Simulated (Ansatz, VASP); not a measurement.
# NbCd3 in VASP and in Ansatz

File INCAR:

```
ALGO = Normal ; EDIFF = 1E-6
ENCUT = 520 ; GGA = PE
ISIF = 2 ; ISMEAR = -1
LASPH = True ; LCHARG = False
LREAL = False ; LWAVE = False
NBANDS = 32 ; NELM = 80
PREC = Accurate ; SIGMA = 0.05
```

The input KPOINTS:

```
k-points
0
Gamma
  6 6 6
```

The input POSCAR:

```
NbCd3
1.0
    4.1867105570      0.0000000000      0.0000000000
    0.0000000000      4.1867105570      0.0000000000
    0.0000000000      0.0000000000      4.1867105570
Cd Nb
3 1
Direct
    0.5000000000      0.5000000000      0.0000000000
    0.5000000000      0.0000000000      0.5000000000
    0.0000000000      0.5000000000      0.5000000000
    0.0000000000      0.0000000000      0.0000000000
```

input.yaml

```yaml
crystal:
  lattice:
    - [4.186710557, 0.0, 0.0]
    - [0.0, 4.186710557, 0.0]
    - [0.0, 0.0, 4.186710557]
  atoms:
    - { symbol: Cd, position: [0.5, 0.5, 0.0] }
    - { symbol: Cd, position: [0.5, 0.0, 0.5] }
    - { symbol: Cd, position: [0.0, 0.5, 0.5] }
    - { symbol: Nb, position: [0.0, 0.0, 0.0] }
hamiltonian:
  xc: pbe
  pseudopotentials: { kind: paw }
kpoints:
  mp_grid: { grid: [6, 6, 6] }
scf:
  occupations: { method: fermi_dirac, width: 0.05 }
output:
  forces: true
  stress: true
  eigenvalues: true
  write_density: true
  write_potential: true
  elf: true
  volumetric_format: npy
```

Alike in both runs: task single point; functional PBE; k mesh 6 × 6 × 6; occupations fermi-dirac, width 0.05 eV; no spin polarisation.

|  | VASP | Ansatz |
| --- | --- | --- |
| version | VASP 6.6.1 | Ansatz 0.2.0 |
| potentials or method | VASP PAW PBE potentials, release 64 (Cd, Nb_sv) | Ansatz PAW |
| plane-wave cutoff (eV) | 520 | 420 |
| valence electrons in the cell | 49 | 73 |

VASP gave:

```
gap on the k mesh at the Fermi level (eV) : none
pressure (GPa)                            : 10.6
```

Problem. What did Ansatz give for the same quantities?

Solution. gap on the k mesh at the Fermi level (eV): none; pressure (GPa): 10.0.

A gap of «none» marks a metal or a gap that the smearing closes. The functional is the same, so the differences come from potentials, cutoffs and numerics. VASP's potentials hold 49 valence electrons a cell and Ansatz's 73, so a difference there can come from the potentials and not from the codes.
